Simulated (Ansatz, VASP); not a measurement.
**Al5As in VASP and in Ansatz**

```
Al As
1.0
     5.60558    0.00000    0.00000
     0.00000    5.60558    0.00000
     0.00000    0.00000    3.81811
Al As
5 1
Direct
  0.23494 0.50000 0.00000
  0.76506 0.50000 0.00000
  0.50000 0.23494 0.00000
  0.50000 0.76506 0.00000
  0.00000 0.00000 0.50000
  0.50000 0.50000 0.00000
```

Alike in both runs: task relaxation of cell and atoms; functional PBE; k mesh 4 × 4 × 4; occupations gaussian, width 0.1 eV; no spin polarisation.

|  | VASP | Ansatz |
| --- | --- | --- |
| version | VASP 6.6.1 | Ansatz 0.2.0 |
| potentials or method | VASP PAW PBE potentials, release 64 (Al, As), cutoff 600 eV | scalar-relativistic, plane waves, PAW |
| valence electrons in the cell | 20 | 30 |

```csv
,VASP,Ansatz,Ansatz less VASP
"gap on the k mesh at the Fermi level, each at its own relaxed structure (eV)",none,none,-
relaxed volume (Å³/atom),25.91,25.65,-0.262
relaxed length of the cell vector where the two differ most in proportion (Å),7.418,7.392,-0.0259
```

A gap of «none» marks a metal or a gap that the smearing closes. VASP's potentials hold 20 valence electrons a cell and Ansatz's 30, so a difference there can come from the potentials and not from the codes.

The k mesh is coarse, so the values compare programs but aren't converged. Noted on VASP's run: the volume moved by over 15 % at a fixed basis, so the end points are rough.
